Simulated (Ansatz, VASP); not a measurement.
H: VASP beside Ansatz

```
H
1.0
    10.00000    0.00000    0.00000
     0.00000   10.50000    0.00000
     0.00000    0.00000   11.00000
H
2
Direct
  0.50000 0.50000 0.46553
  0.50000 0.50000 0.53447
```

Alike in both runs: functional PBEsol; k mesh 1 × 1 × 1; occupations gaussian, width 0.01 eV; no spin polarisation.

Ansatz relaxed the structure, and its values are those at the end. VASP's run is a single point on that final structure, the one shown.

|  | VASP | Ansatz |
| --- | --- | --- |
| version | VASP 6.6.1 | Ansatz 0.2.0 |
| potentials or method | VASP PAW PBE potentials, release 64 (H), cutoff 400 eV | scalar-relativistic, plane waves, PAW |
| valence electrons in the cell | 2 | 2 |

```csv
,VASP,Ansatz,Ansatz less VASP
gap on the k mesh at the Fermi level (eV),9.97,9.98,+0.001
rms of the force components (eV/Å),0.018,0.001,-0.0173
```

VASP's potentials were made for PBE, not for PBEsol. Ansatz's warnings: stress scf threshold loose, xc potential rough in thin density.
